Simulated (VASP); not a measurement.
# Al6H in VASP: a series of runs

Al6H is run at these levels: PBE; tasks: single point.

Everything below comes from runs of VASP 6.6.1. Logs are shortened: lines on timing, memory, paths and dates and some standing lists are left out, and cuts for length are marked.

### 1 The cell of the first run

The cell holds a slab with vacuum, 14 atoms: a = 5.714 Å, b = 5.714 Å, c = 22.602 Å, α = 90.00°, β = 90.00°, γ = 120.00°.

### 2 Single point, PBE

INCAR

```
ALGO = Normal
DIPOL = 0.5 0.5 0.304
EDIFF = 1E-6
ENCUT = 520
GGA = PE
IDIPOL = 3
ISIF = 2
ISMEAR = 0
LASPH = True
LCHARG = False
LDIPOL = True
LREAL = False
LWAVE = False
NBANDS = 32
NELM = 80
PREC = Accurate
SIGMA = 0.1
```

KPOINTS

```
k-points
0
Gamma
  6 6 1
```

POSCAR

```
Al6H
1.0
    5.7143028096      0.0000000000      0.0000000000
   -2.8571514048      4.9487313980      0.0000000000
    0.0000000000      0.0000000000     22.6016424997
Al H
12 2
Direct
    0.3333333333      0.1666666667      0.1769782882
    0.3333333333      0.6666666667      0.1769782882
    0.8333333333      0.1666666667      0.1769782882
    0.8333333333      0.6666666667      0.1769782882
    0.1666666667      0.3333333333      0.2787817902
    0.1666666667      0.8333333333      0.2787817902
    0.6666666667      0.3333333333      0.2787817902
    0.6666666667      0.8333333333      0.2787817902
    0.0000000000      0.0000000000      0.3805759913
    0.0000000000      0.5000000000      0.3805759913
    0.5000000000      0.0000000000      0.3805759913
    0.5000000000      0.5000000000      0.3805759913
    0.1377714184      0.1666666667      0.4571191010
    0.5288952483      0.1666666667      0.4571191010
```

Potentials or basis: VASP PAW PBE potentials, release 64 (Al, H).

Run with:

```bash
> cat potpaw_PBE.64/Al/POTCAR potpaw_PBE.64/H/POTCAR > POTCAR
> mpirun -np 1 vasp_std > vasp.out
```

OUTCAR:

```text
EDIFF = 1E-6
   ENCUT = 520
   GGA = PE
   ISIF = 2
   ISMEAR = 0
   LASPH = True
   LREAL = False
   NELM = 80
   PREC = Accurate

 ion  position               nearest neighbor table
   1  0.333  0.167  0.177-   5 2.83   6 2.83   7 2.83   4 2.86   2 2.86   2 2.86   4 2.86   3 2.86
                             3 2.86
   2  0.333  0.667  0.177-   6 2.83   5 2.83   8 2.83   3 2.86   1 2.86   1 2.86   3 2.86   4 2.86
                             4 2.86
   3  0.833  0.167  0.177-   7 2.83   8 2.83   5 2.83   4 2.86   2 2.86   4 2.86   2 2.86   1 2.86
                             1 2.86
   4  0.833  0.667  0.177-   8 2.83   7 2.83   6 2.83   3 2.86   1 2.86   3 2.86   1 2.86   2 2.86
                             2 2.86
   5  0.167  0.333  0.279-   9 2.83  12 2.83  10 2.83   1 2.83   2 2.83   3 2.83   8 2.86   6 2.86
                             6 2.86   8 2.86   7 2.86   7 2.86
   6  0.167  0.833  0.279-  10 2.83  11 2.83   9 2.83   2 2.83   1 2.83   4 2.83   7 2.86   5 2.86
                             5 2.86   7 2.86   8 2.86   8 2.86
   7  0.667  0.333  0.279-  11 2.83  10 2.83  12 2.83   3 2.83   4 2.83   1 2.83   8 2.86   6 2.86
                             8 2.86   6 2.86   5 2.86   5 2.86
   8  0.667  0.833  0.279-  12 2.83   9 2.83  11 2.83   4 2.83   3 2.83   2 2.83   7 2.86   5 2.86
                             7 2.86   5 2.86   6 2.86   6 2.86
   9  0.000  0.000  0.381-  13 1.94   5 2.83   8 2.83   6 2.83  12 2.86  10 2.86  10 2.86  12 2.86
                            11 2.86  11 2.86
  10  0.000  0.500  0.381-   6 2.83   7 2.83   5 2.83   9 2.86  11 2.86   9 2.86  11 2.86  12 2.86
                            12 2.86
  11  0.500  0.000  0.381-  14 1.94   7 2.83   6 2.83   8 2.83  12 2.86  10 2.86  12 2.86  10 2.86
                             9 2.86   9 2.86
  12  0.500  0.500  0.381-   8 2.83   5 2.83   7 2.83   9 2.86  11 2.86  11 2.86   9 2.86  10 2.86
                            10 2.86
  13  0.138  0.167  0.457-   9 1.94
  14  0.529  0.167  0.457-  11 1.94

  LATTYP: Found a hexagonal cell.
 ALAT       =     5.7143028096
 C/A-ratio  =     3.9552756045

  Lattice vectors:

 A1 = (   5.7143028096,   0.0000000000,   0.0000000000)
 A2 = (  -2.8571514048,   4.9487313980,   0.0000000000)
 A3 = (   0.0000000000,   0.0000000000,  22.6016424997)

Analysis of symmetry for initial positions (statically):
=====================================================================
 Subroutine PRICEL returns:
 Original cell was already a primitive cell.

 Routine SETGRP: Setting up the symmetry group for a
 hexagonal supercell.

 Subroutine GETGRP returns: Found  2 space group operations
 (whereof  1 operations were pure point group operations)
 out of a pool of 24 trial point group operations.

The static configuration has the point symmetry C_1 .
 The point group associated with its full space group is C_1h.

Analysis of symmetry for dynamics (positions and initial velocities):
=====================================================================
 Subroutine PRICEL returns:
 Original cell was already a primitive cell.

 Routine SETGRP: Setting up the symmetry group for a
 hexagonal supercell.

 Subroutine GETGRP returns: Found  2 space group operations
 (whereof  1 operations were pure point group operations)
 out of a pool of 24 trial point group operations.

The dynamic configuration has the point symmetry C_1 .
 The point group associated with its full space group is C_1h.

 Subroutine INISYM returns: Found  2 space group operations
 (whereof  1 operations are pure point group operations),
 and found     1 'primitive' translations

----------------------------------------------------------------------------------------

                                     Primitive cell

  volume of cell :     639.1417

  direct lattice vectors                    reciprocal lattice vectors
     5.714302810  0.000000000  0.000000000     0.174999476  0.101035995  0.000000000
    -2.857151405  4.948731398  0.000000000     0.000000000  0.202071990  0.000000000
     0.000000000  0.000000000 22.601642500     0.000000000  0.000000000  0.044244572

  length of vectors
     5.714302810  5.714302810 22.601642500     0.202071990  0.202071990  0.044244572

  position of ions in fractional coordinates (direct lattice)
     0.333333333  0.166666667  0.176978288
     0.333333333  0.666666667  0.176978288
     0.833333333  0.166666667  0.176978288
     0.833333333  0.666666667  0.176978288
     0.166666667  0.333333333  0.278781790
     0.166666667  0.833333333  0.278781790
[... 59 lines left out ...]
  0.500000  0.000000  0.000000      2.000000
  0.000000  0.500000  0.000000      1.000000
  0.166667  0.166667  0.000000      4.000000
 -0.333333  0.166667  0.000000      2.000000
  0.333333  0.166667  0.000000      4.000000
 -0.166667  0.500000  0.000000      4.000000
  0.500000  0.333333  0.000000      4.000000
  0.333333  0.333333  0.000000      2.000000
   k-points           NKPTS =     13   k-points in BZ     NKDIM =     13   number of bands    NBANDS=     32
   number of dos      NEDOS =    301   number of ions     NIONS =     14
   total plane-waves  NPLWV = 296352
   dimension x,y,z NGX =    42 NGY =   42 NGZ =  168
   dimension x,y,z NGXF=    84 NGYF=   84 NGZF=  336
   ions per type =              12   2
   NGX,Y,Z   is equivalent  to a cutoff of  12.22, 12.22, 12.36 a.u.
   NGXF,Y,Z  is equivalent  to a cutoff of  24.44, 24.44, 24.71 a.u.
 SYSTEM =  unknown system
   PREC   = accura    normal or accurate (medium, high low for compatibility)
   ISTART =      0    job   : 0-new  1-cont  2-samecut
   ICHARG =      2    charge: 1-file 2-atom 10-const
   ISPIN  =      1    spin polarized calculation?
   LNONCOLLINEAR =      F non collinear calculations
   LSORBIT =      F    spin-orbit coupling
   LASPH  =      T    aspherical Exc in radial PAW
   ENCUT  =  520.0 eV  38.22 Ry    6.18 a.u.  10.62 10.62 42.02*2*pi/ulx,y,z
   NELM   =     80;   NELMIN=  2; NELMDL= -5     # of ELM steps
   EDIFF  = 0.1E-05   stopping-criterion for ELM
   LREAL  =      F    real-space projection
   EDIFFG = 0.1E-04   stopping-criterion for IOM
   NSW    =      0    number of steps for IOM
   IBRION =     -1    ionic relax: 0-MD 1-quasi-New 2-CG
   NFREE  =      0    steps in history (QN), initial steepest desc. (CG)
   ISIF   =      2    stress and relaxation
   ISYM   =      2    0-nonsym 1-usesym 2-fastsym
   POTIM  = 0.5000    time-step for ionic-motion
   TEBEG  =    0.0;   TEEND  =   0.0 temperature during run
   PSTRESS=    0.0 pullay stress
   NELECT =      38.0000    total number of electrons
   NUPDOWN=      -1.0000    fix difference up-down
   EMIN   =  10.00;   EMAX   =-10.00  energy-range for DOS
   EFERMI =   0.00;   METHOD = LEGACY
   ISMEAR =     0;   SIGMA  =   0.10  broadening in eV -4-tet -1-fermi 0-gaus
   EFERMI_NEDOS =   21; number of points for ismear=-14 and -15
   IALGO  =     38    algorithm
   IMIX   =      4    mixing-type and parameters
     AMIX     =   0.40;   BMIX     =  1.00
     AMIX_MAG =   1.60;   BMIX_MAG =  1.00
  volume/ion in A,a.u.               =      45.65       308.08
  Fermi-wavevector in a.u.,A,eV,Ry     =   0.638955  1.207450  5.554763  0.408264
  Thomas-Fermi vector in A             =   1.704469
   LORBIT       =      0    0 simple, 1 ext, 2 COOP (PROOUT), +10 PAW based schemes
   GGA     = PE    functional components
   LHFCALC =     F    Hartree Fock is set to
   AEXX    =    0.0000 exact exchange contribution
   IVDW    =     0    specifies the selected vdW correction
   LEPSILON=     F    determine dielectric tensor
   LRPA    =     F    only Hartree local field effects (RPA)
 non-spin polarized calculation
 Gauss-broadening in eV      SIGMA  =   0.10
  energy-cutoff  :      520.00
  volume of cell :      639.14
 maximum number of plane-waves:     17305
   NGX = 21   NGY = 21   NGZ = 85

 dipolmoment           0.000000      0.000000     -0.170399 electrons x Angstroem

 number of electron      38.0000002 magnetization

 dipolmoment           0.000000      0.000000      0.158471 electrons x Angstroem

 Free energy of the ion-electron system (eV)
  ---------------------------------------------------
  ext. energy  EPLUGINS =         0.00000000
  ---------------------------------------------------
  free energy    TOTEN  =       -47.35977060 eV

  energy without entropy =      -47.34197618  energy(sigma->0) =      -47.35087339

 E-fermi :  -0.5658     XC(G=0):  -4.0909

 val. band max:       -0.6255626700   @ k =   0.0000   0.0000   0.0000
 cond. band min:      -0.5357704417   @ k =   0.5000   0.0000   0.0000
 fundamental gap:      0.0897922283
 Fermi energy:        -0.5657989716

 k-point     1 :       0.0000    0.0000    0.0000
  band No.  band energies     occupation
      1     -11.2030      2.00000
      2      -9.5330      2.00000
      3      -7.0166      2.00000
      4      -5.3875      2.00000
      5      -5.3773      2.00000
      6      -5.3232      2.00000
[... 431 lines left out ...]
     30       2.7516      0.00000
     31       3.1938      0.00000
 [bands above 31 left out]

------------------------ aborting loop because EDIFF is reached ----------------------------------------

 vacuum level on the upper side and lower side of the slab       (xc-potential included)         0.483        -0.507

  FORCE on cell =-STRESS in cart. coord.  units (eV):
  Direction    XX          YY          ZZ          XY          YZ          ZX
  --------------------------------------------------------------------------------------
  -------------------------------------------------------------------------------------
  Total       -2.1125924     -4.3050685     -2.7577855      0.0000000     -1.9032005      0.0000000
  in kB       -5.2957705    -10.7917908     -6.9131173      0.0000000     -4.7708746      0.0000000
  external PRESSURE =      -7.6668929 kB  Pullay stress =       0.0000000 kB

 VOLUME and BASIS-vectors are now :
 -----------------------------------------------------------------------------
  energy-cutoff  :      520.00
  volume of cell :      639.14
      direct lattice vectors                 reciprocal lattice vectors
     5.714302810  0.000000000  0.000000000     0.174999476  0.101035995  0.000000000
    -2.857151405  4.948731398  0.000000000     0.000000000  0.202071990  0.000000000
     0.000000000  0.000000000 22.601642500     0.000000000  0.000000000  0.044244572

 POSITION                                       TOTAL-FORCE (eV/Angst)
 -----------------------------------------------------------------------------------
      1.42858      0.82479      4.00000        -0.000000     -0.013536     -0.103902
     -0.00000      3.29915      4.00000        -0.014048      0.006455     -0.176848
      4.28573      0.82479      4.00000         0.000000      0.006696     -0.115558
      2.85715      3.29915      4.00000         0.014048      0.006455     -0.176848
      0.00000      1.64958      6.30093        -0.024112      0.202848      0.170069
     -1.42858      4.12394      6.30093        -0.000000     -0.161386      0.019714
      2.85715      1.64958      6.30093         0.024112      0.202848      0.170069
      1.42858      4.12394      6.30093         0.000000     -0.138829     -0.086752
      0.00000      0.00000      8.60164        -0.000991      0.320731      1.413560
     -1.42858      2.47437      8.60164        -0.000000      0.141885     -0.042555
      2.85715      0.00000      8.60164         0.000991      0.320731      1.413560
      1.42858      2.47437      8.60164         0.000000      0.048601      0.256598
      0.31108      0.82479     10.33164        -0.259834     -0.471749     -1.370552
      2.54608      0.82479     10.33164         0.259834     -0.471749     -1.370552
 -----------------------------------------------------------------------------------
    total drift:                               -0.000000     -0.000091      0.000105

  FREE ENERGIE OF THE ION-ELECTRON SYSTEM (eV)
  ---------------------------------------------------
  free  energy   TOTEN  =       -47.3597706031 eV

  energy  without entropy=      -47.3419761780  energy(sigma->0) =      -47.35087339

 vacuum level on the upper side and lower side of the slab         4.470         3.453
```

Run time: 4.8 min. Hardware: 1 thread of Intel Xeon 6975P-C (Granite Rapids), shared host; peak memory 0.69 GiB.

Results:

```yaml
Free_energy: -47.3598 eV
Largest_force: 1.473 eV/Å
Band_gap_on_the_k_mesh: zero (bands 19 and 20 overlap by 0.76 eV)
```

Forces on the atoms (eV/Å):
```
Al   0.000 -0.014 -0.104
Al  -0.014  0.006 -0.177
Al   0.000  0.007 -0.116
Al   0.014  0.006 -0.177
Al  -0.024  0.203  0.170
Al   0.000 -0.161  0.020
Al   0.024  0.203  0.170
Al   0.000 -0.139 -0.087
Al  -0.001  0.321  1.414
Al   0.000  0.142 -0.043
Al   0.001  0.321  1.414
Al   0.000  0.049  0.257
H   -0.260 -0.472 -1.371
H    0.260 -0.472 -1.371
```

### 3 Single point, PBE

INCAR

```
PREC     = Accurate       # precision mode
ENCUT    = 520            # plane-wave cutoff, eV
EDIFF    = 1E-6           # SCF threshold, eV
ISMEAR   = 0              # smearing method
SIGMA    = 0.1            # smearing width, eV
LREAL    = False          # projectors in reciprocal space
LASPH    = True           # aspherical terms in the spheres
NELM     = 100            # most SCF steps
ALGO     = Normal         # electronic algorithm
ISIF     = 2              # what is computed and relaxed
LWAVE    = False          # write WAVECAR
LCHARG   = False          # write CHGCAR
LDIPOL   = True         
IDIPOL   = 3            
DIPOL    = 0.5 0.5 0.298
GGA      = PE             # functional
NBANDS   = 32             # bands
```

KPOINTS

```
regular mesh
0
Gamma
  6 6 1
```

Edit POSCAR of step 2 so:

```diff
@@ -20,3 +20,3 @@
     0.5000000000      0.5000000000      0.3805759913
-    0.1377714184      0.1666666667      0.4571191010
-    0.5288952483      0.1666666667      0.4571191010
+    0.2764585035      0.1666666667      0.4146443118
+    0.3902081632      0.1666666667      0.4146443118
```

Potentials or basis: VASP PAW PBE potentials, release 64 (Al, H).

Run with:

```bash
> cat potpaw_PBE.64/Al/POTCAR potpaw_PBE.64/H/POTCAR > POTCAR
> mpirun -np 1 vasp_std > vasp.out
```

OUTCAR:

```text
PREC = Accurate
   ENCUT = 520
   EDIFF = 1E-6
   ISMEAR = 0
   LREAL = False
   LASPH = True
   NELM = 100
   ISIF = 2
   GGA = PE

 ion  position               nearest neighbor table
   1  0.333  0.167  0.177-   5 2.83   6 2.83   7 2.83   4 2.86   2 2.86   2 2.86   4 2.86   3 2.86
                             3 2.86
   2  0.333  0.667  0.177-   6 2.83   5 2.83   8 2.83   3 2.86   1 2.86   1 2.86   3 2.86   4 2.86
                             4 2.86
   3  0.833  0.167  0.177-   7 2.83   8 2.83   5 2.83   4 2.86   2 2.86   4 2.86   2 2.86   1 2.86
                             1 2.86
   4  0.833  0.667  0.177-   8 2.83   7 2.83   6 2.83   3 2.86   1 2.86   3 2.86   1 2.86   2 2.86
                             2 2.86
[... 690 lines left out ...]
     0.000000000  0.000000000 22.601642500     0.000000000  0.000000000  0.044244572

 POSITION                                       TOTAL-FORCE (eV/Angst)
 -----------------------------------------------------------------------------------
      1.42858      0.82479      4.00000        -0.000000     -0.011535      0.061131
     -0.00000      3.29915      4.00000        -0.084860     -0.039038     -0.126603
      4.28573      0.82479      4.00000        -0.000000      0.089253     -0.106982
      2.85715      3.29915      4.00000         0.084860     -0.039038     -0.126603
      0.00000      1.64958      6.30093         0.068298      0.008518      0.166072
     -1.42858      4.12394      6.30093        -0.000000      0.069933      0.181432
      2.85715      1.64958      6.30093        -0.068298      0.008518      0.166072
      1.42858      4.12394      6.30093        -0.000000      0.008070      0.040369
      0.00000      0.00000      8.60164        -2.751127     -1.764822     -1.592176
     -1.42858      2.47437      8.60164        -0.000000      0.090139      0.064550
      2.85715      0.00000      8.60164         2.751127     -1.764822     -1.592176
      1.42858      2.47437      8.60164        -0.000000      1.869287     -0.884511
      1.10358      0.82479      9.37164        -7.653035      0.737768      1.874712
      1.75358      0.82479      9.37164         7.653035      0.737768      1.874712
 -----------------------------------------------------------------------------------
    total drift:                               -0.000001     -0.000028      0.000455

  FREE ENERGIE OF THE ION-ELECTRON SYSTEM (eV)
  ---------------------------------------------------
  free  energy   TOTEN  =       -45.2206119735 eV

  energy  without entropy=      -45.1918244551  energy(sigma->0) =      -45.20621821

 vacuum level on the upper side and lower side of the slab         3.632         3.855
```

Run time: 4.8 min. Hardware: 1 thread of Intel Xeon 6975P-C (Granite Rapids), shared host; peak memory 0.68 GiB.

Results:

```
Free energy            : -45.2206 eV
Largest force          : 7.914 eV/Å
Band gap on the k mesh : zero (bands 19 and 20 overlap by 1.05 eV)
```

Forces on the atoms (eV/Å):
```
Al   0.000 -0.012  0.061
Al  -0.085 -0.039 -0.127
Al   0.000  0.089 -0.107
Al   0.085 -0.039 -0.127
Al   0.068  0.009  0.166
Al   0.000  0.070  0.181
Al  -0.068  0.009  0.166
Al   0.000  0.008  0.040
Al  -2.751 -1.765 -1.592
Al   0.000  0.090  0.065
Al   2.751 -1.765 -1.592
Al   0.000  1.869 -0.885
H   -7.653  0.738  1.875
H    7.653  0.738  1.875
```
